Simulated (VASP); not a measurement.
Input of a VASP 6.6.1 run:

Contents of INCAR:

```
PREC     = Accurate       # precision mode
ENCUT    = 520            # plane-wave cutoff, eV
EDIFF    = 1E-6           # SCF threshold, eV
ISMEAR   = -1             # smearing method
SIGMA    = 0.02           # smearing width, eV
LREAL    = Auto         
LASPH    = True           # aspherical terms in the spheres
NELM     = 80             # most SCF steps
ALGO     = Normal         # electronic algorithm
ISIF     = 2              # what is computed and relaxed
LWAVE    = False          # write WAVECAR
LCHARG   = False          # write CHGCAR
GGA      = PE             # functional
IVDW     = 12             # dispersion correction
NBANDS   = 66             # bands
```

The input KPOINTS:

```
regular mesh
0
Gamma
  1 1 1
```

The input POSCAR:

```
H4CO
1.0
    7.3803230000      0.0000000000      0.0000000000
    0.0000000000      7.3803230000      0.0000000000
    0.0000000000      0.0000000000      7.3803230000
C O H
6 6 24
Direct
    0.3307036833      0.9608658049      0.5220096736
    0.0977734985      0.7944096756      1.0470137960
    0.8211293733      0.2448673317      0.6477358782
    0.8554910131      0.3682359160      0.2004519314
    0.3539682477      0.2075112431      1.0031403775
    0.3475186655      0.4539232226      0.5098828330
    0.4933659408      0.8700974199      0.5864377480
    0.2083106661      0.6363000644      1.0553332151
    0.7682997072      0.1056051341      0.5253428610
    0.8396380484      0.1738812786      0.1991511754
    0.4753179502      0.0883701161      1.1038812258
    0.1757511155      0.5285405530      0.4419860757
    0.2732536232      0.8698941767      0.4116621996
    0.5899877282      0.9606896609      0.5690401355
    0.2295021505      0.9941841299      0.6233060531
    0.3599571455      1.0983123638      0.4729603298
   -0.0394020695      0.7523789948      1.0926351055
    0.3146881241      0.6625726272      0.9806887856
    0.1421482502      0.9073857608      1.1368608122
    0.0993181464      0.8507622227      0.9092826967
    0.7011752738      0.3305681879      0.7030586602
    0.7975802685      0.1250622771      0.3910126969
    0.8773328755      0.1746536026      0.7629069893
    0.9329808465      0.3414755696      0.5910581420
    0.9597411929      0.4010529078      0.2990113034
    0.7198871919      0.1429883218      0.1171899929
    0.8989308463      0.4045080412      0.0662979114
    0.7338296711      0.4454412090      0.2408431176
    0.4056191037      0.1956147448      0.8647859992
    0.4283552359      0.0578294473      1.2245805502
    0.2147331492      0.1541531448      1.0166492713
    0.3598758483      0.3494156015      1.0589238438
    0.3600655418      0.4744236804      0.6563533872
    0.1973490862      0.5333235415      0.3011250321
    0.3568407507      0.3071681280      0.4871331512
    0.4598308231      0.5155600913      0.4435442731
```

Potentials or basis: VASP PAW PBE potentials, release 64 (C, O, H).

Command:

```console
$ cat potpaw_PBE.64/C/POTCAR potpaw_PBE.64/O/POTCAR potpaw_PBE.64/H/POTCAR > POTCAR
$ mpirun -np 1 vasp_gam > vasp.out
```

(1) What does it give for the largest force?

(2) Estimate the dispersion energy per atom.

Results:

(1) 3.577 eV/Å.

(2) -0.035 eV.

Caveat: the k points lie up to 0.85 Å⁻¹ apart.
